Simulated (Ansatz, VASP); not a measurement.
Two plane-wave programs on TaF3

```
CELL_PARAMETERS angstrom
4.45803 0.00000 0.00000
-2.22902 3.86077 0.00000
0.00000 0.00000 4.39226
ATOMIC_POSITIONS crystal
Ta 0.00000 0.00000 0.00000
F 0.50000 0.00000 0.00000
F 0.00000 0.50000 0.00000
F 0.50000 0.50000 0.00000
```

Alike in both runs: task relaxation of cell and atoms; functional PBE; k mesh 6 × 6 × 4; occupations gaussian, width 0.1 eV; collinear spin.

|  | VASP | Ansatz |
| --- | --- | --- |
| version | VASP 6.6.1 | Ansatz 0.2.0 |
| potentials or method | VASP PAW PBE potentials, release 64 (Ta_pv, F), cutoff 600 eV | scalar-relativistic, plane waves, PAW |
| valence electrons in the cell | 32 | 34 |

```tsv
	VASP	Ansatz	Ansatz less VASP
gap on the k mesh at the Fermi level, each at its own relaxed structure (eV)	none	none	-
net moment per atom (μB)	0.00	0.00	0.000
relaxed volume (Å³/atom)	12.32	12.33	+0.017
relaxed cell length with the largest relative difference (Å)	3.046	3.049	+0.0036
```

A gap of «none» marks a metal or a gap that the smearing closes. VASP's potentials hold 32 valence electrons a cell and Ansatz's 34, so a difference there can come from the potentials and not from the codes. Ansatz's warnings: seeded moment not kept.

Neither program's run includes spin-orbit coupling. Noted on VASP's run: the volume moved by over 15 % at a fixed basis, so the end points are rough.
